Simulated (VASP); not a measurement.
# Bi (Pm-3m) in VASP: further runs, part 2 of 2

VASP 6.6.1.

## 5. Relaxation of cell and atoms, PBE, target pressure 6.3 GPa, at which the enthalpy is minimised

INCAR

```
  PREC = Accurate
  ENCUT = 600
  EDIFF = 1E-7
  ISMEAR = -1
  SIGMA = 0.08
  LREAL = False
  LASPH = True
  NELM = 100
  ALGO = Normal
  ISIF = 3
  LWAVE = False
  LCHARG = False
  GGA = PE
  IBRION = 2
  NSW = 32
  EDIFFG = -0.005
  PSTRESS = 63.0
```

KPOINTS

```
Automatic mesh
0
Gamma
  12 12 12
```

POSCAR

```
Bi
1.0
    3.1639882396      0.0000000000      0.0000000000
    0.0000000000      3.1639882396      0.0000000000
    0.0000000000      0.0000000000      3.1639882396
Bi
1
Direct
    0.0000000000      0.0000000000      0.0000000000
```

Potentials or basis: VASP PAW PBE potentials, release 64 (Bi_d).

Command:

```
$ cat potpaw_PBE.64/Bi_d/POTCAR > POTCAR
$ mpirun -np 1 vasp_std > vasp.out
```

OUTCAR:

```text
PREC = Accurate
   ENCUT = 600
   EDIFF = 1E-7
   ISMEAR = -1
   LREAL = False
   LASPH = True
   NELM = 100
   ISIF = 3
   GGA = PE
   IBRION = 2
   NSW = 32
   EDIFFG = -0.005
   PSTRESS = 63.0

 ion  position               nearest neighbor table
   1  0.000  0.000  0.000-

  LATTYP: Found a simple cubic cell.
 ALAT       =     3.1639882396

  Lattice vectors:

 A1 = (   3.1639882396,   0.0000000000,   0.0000000000)
 A2 = (   0.0000000000,   3.1639882396,   0.0000000000)
 A3 = (   0.0000000000,   0.0000000000,   3.1639882396)

Analysis of symmetry for initial positions (statically):
=====================================================================
 Subroutine PRICEL returns:
 Original cell was already a primitive cell.

 Routine SETGRP: Setting up the symmetry group for a
 simple cubic supercell.

 Subroutine GETGRP returns: Found 48 space group operations
 (whereof 48 operations were pure point group operations)
 out of a pool of 48 trial point group operations.

The static configuration has the point symmetry O_h .

Analysis of symmetry for dynamics (positions and initial velocities):
=====================================================================
 Subroutine PRICEL returns:
 Original cell was already a primitive cell.

 Routine SETGRP: Setting up the symmetry group for a
 simple cubic supercell.

 Subroutine GETGRP returns: Found 48 space group operations
 (whereof 48 operations were pure point group operations)
 out of a pool of 48 trial point group operations.

The dynamic configuration has the point symmetry O_h .

 Subroutine INISYM returns: Found 48 space group operations
 (whereof 48 operations are pure point group operations),
 and found     1 'primitive' translations

----------------------------------------------------------------------------------------

                                     Primitive cell
[... 111 lines left out ...]
  Fermi-wavevector in a.u.,A,eV,Ry     =   1.276058  2.411400 22.154691  1.628324
  Thomas-Fermi vector in A             =   2.408735
   LORBIT       =      0    0 simple, 1 ext, 2 COOP (PROOUT), +10 PAW based schemes
   GGA     = PE    functional components
   LHFCALC =     F    Hartree Fock is set to
   AEXX    =    0.0000 exact exchange contribution
   IVDW    =     0    specifies the selected vdW correction
   LEPSILON=     F    determine dielectric tensor
   LRPA    =     F    only Hartree local field effects (RPA)
 conjugate gradient relaxation of ions
 non-spin polarized calculation
  energy-cutoff  :      600.00
  volume of cell :       31.67
 maximum number of plane-waves:      1074
 NGX is ok and might be reduce to    28
   NGX = 13   NGY = 13   NGZ = 13

 number of electron      15.0000008 magnetization

 Free energy of the ion-electron system (eV)
  ---------------------------------------------------
  ext. energy  EPLUGINS =         0.00000000
  ---------------------------------------------------
  free energy    TOTEN  =        -3.77993391 eV

  energy without entropy =       -3.76676929  energy(sigma->0) =       -3.77335160

 E-fermi :   7.6553     XC(G=0): -10.0632

 val. band max:        7.6383222598   @ k =   0.4167   0.4167   0.3333
 cond. band min:       7.6593641208   @ k =   0.4167   0.2500   0.0833
 fundamental gap:      0.0210418610
 Fermi energy:         7.6553260364

 k-point     1 :       0.0000    0.0000    0.0000
  band No.  band energies     occupation
      1     -15.5185      2.00000
      2     -15.5185      2.00000
      3     -15.0990      2.00000
      4     -15.0990      2.00000
      5     -15.0990      2.00000
      6      -6.0985      2.00000
      7      10.9328      0.00000
      8      10.9328      0.00000
      9      10.9328      0.00000
     10      14.3488      0.00000
     11      15.6505      0.00000
[... 309 lines left out ...]
 k-point    24 :       0.4167    0.3333    0.0000
  band No.  band energies     occupation
      1     -15.3660      2.00000
      2     -15.3070      2.00000
      3     -15.1920      2.00000
      4     -15.1705      2.00000
      5     -15.0455      2.00000
      6      -2.7831      2.00000
      7       3.9647      2.00000
      8       5.7603      2.00000
      9      11.9302      0.00000
     10      14.4248      0.00000
     11      18.2832      0.00000

 [... further k-points ...]
[... 5 lines left out ...]
  --------------------------------------------------------------------------------------
  -------------------------------------------------------------------------------------
  Total        1.2414836      1.2414836      1.2414836     -0.0000000     -0.0000000     -0.0000000
  in kB       62.7981720     62.7981720     62.7981720     -0.0000000     -0.0000000     -0.0000000
  external PRESSURE =      -0.2018280 kB  Pullay stress =      63.0000000 kB

 VOLUME and BASIS-vectors are now :
 -----------------------------------------------------------------------------
  energy-cutoff  :      600.00
  volume of cell :       31.67
      direct lattice vectors                 reciprocal lattice vectors
     3.163988240  0.000000000  0.000000000     0.316056801  0.000000000  0.000000000
     0.000000000  3.163988240  0.000000000     0.000000000  0.316056801  0.000000000
     0.000000000  0.000000000  3.163988240     0.000000000  0.000000000  0.316056801

 POSITION                                       TOTAL-FORCE (eV/Angst)
 -----------------------------------------------------------------------------------
      0.00000      0.00000      0.00000         0.000000      0.000000      0.000000
 -----------------------------------------------------------------------------------
    total drift:                               -0.000000      0.000000     -0.000000

  FREE ENERGIE OF THE ION-ELECTRON SYSTEM (eV)
  ---------------------------------------------------
  free  energy   TOTEN  =        -3.7799339068 eV

  energy  without entropy=       -3.7667692897  energy(sigma->0) =       -3.77335160

  enthalpy is  TOTEN    =        -2.5344602424 eV   P V=        1.2454736644

 reached required accuracy - stopping structural energy minimisation
```

Run time: 27 s. Hardware: 1 thread of AMD EPYC 9R14 (Zen 4), shared host; peak memory 0.14 GiB.

What came out:

```yaml
Free_energy: -3.7799 eV
Pressure_after_relaxing: 6.3 GPa
```

Final structure:
```xyz
1
Lattice="3.1640 0.0000 0.0000 0.0000 3.1640 0.0000 0.0000 0.0000 3.1640" Properties=species:S:1:pos:R:3 pbc="T T T"
Bi    0.0000    0.0000    0.0000
```

Levels at points of the mesh, in eV from the Fermi level:
| k point | band 3 | band 4 | band 5 | band 6 | band 7 | band 8 | band 9 | band 10 | band 11 |
| --- | --- | --- | --- | --- | --- | --- | --- | --- | --- |
| (0.00, 0.00, 0.00) | -22.75 | -22.75 | -22.75 | -13.75 | 3.28 | 3.28 | 3.28 | 6.69 | 8.00 |
| (0.50, 0.00, 0.00) | -22.86 | -22.83 | -22.75 | -11.57 | -5.55 | 5.42 | 5.42 | 9.80 | 10.28 |
| (0.50, 0.50, 0.00) | -22.85 | -22.85 | -22.61 | -9.40 | -3.51 | -3.51 | 2.47 | 7.71 | 12.05 |
| (0.50, 0.50, 0.50) | -22.99 | -22.60 | -22.60 | -7.16 | -1.57 | -1.57 | -1.57 | 5.31 | 5.31 |

Caveat: the relaxation stopped at its first step, so nothing moved; the cell is relaxed towards a set pressure, so the enthalpy falls and the energy may rise; spin-orbit coupling is left out, which moves the levels of the heavy elements.

## 6. Overview

| task | cell | cutoff (eV) | gap on the mesh (eV) | pressure (GPa) |
| --- | --- | --- | --- | --- |
| single point | a = 3.164 Å, 1 atom | 520 | none | 6.2 |
| relaxation of cell and atoms | relaxed to 6.3 GPa from a = 3.133 Å, 1 atom | 600 | none | 6.3 |
| relaxation of cell and atoms | relaxed to 6.3 GPa from a = 3.164 Å, 1 atom | 600 | none | 6.3 |

Alike in all rows: level PBE; potentials or basis VASP PAW PBE potentials, release 64 (Bi_d); no spin polarisation; k mesh 12 × 12 × 12; smearing fermi-dirac 0.08 eV.

Caveats: spin-orbit coupling is left out, which moves the levels of the heavy elements; the cell is relaxed towards a set pressure, so the enthalpy falls and the energy may rise (some runs); the relaxation stopped at its first step, so nothing moved (some runs).

Total energies depend on the potentials used, so only differences within one code and one set of settings carry meaning.
